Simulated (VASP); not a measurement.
# MgRh: single point with LDA

MgRh:

```
Mg Rh
1.0
     3.09920    0.00000    0.00000
     0.00000    3.09920    0.00000
     0.00000    0.00000    3.09920
Mg Rh
1 1
Cartesian
  0.0000 0.0000 0.0000
  1.5496 1.5496 1.5496
```

```json
{"Program": "VASP 6.6.1", "Task": "single point", "Functional": "LDA", "Potentials or basis": "VASP PAW LDA potentials, release 64 (Mg, Rh_pv)", "Cutoff": "520 eV", "k mesh": "11 × 11 × 11", "Occupations": "fermi-dirac, width 0.1 eV", "Spin": "collinear spin, ferromagnetic start", "Starting moments": "[0.0, 1.6] μB", "Fixed moment": "1.6 μB", "Dipole correction": "no", "Further INCAR settings": "ALGO = Normal; EDIFF = 1e-06; NBANDS = 20"}
```

```
Pressure                                              : 1.8 GPa
Net moment                                            : 1.60 μB per cell
Site moments                                          : Mg +0.05; Rh +1.22 μB
Valence electrons inside the program's atomic spheres : Mg 0.47; Rh 13.78
```

It took 26 s on 1 thread of AMD EPYC 9R45 96-Core Processor (Zen 5) (shared host), peak memory 0.14 GiB.

Caveat: the total moment is fixed, so each spin has its own Fermi level.
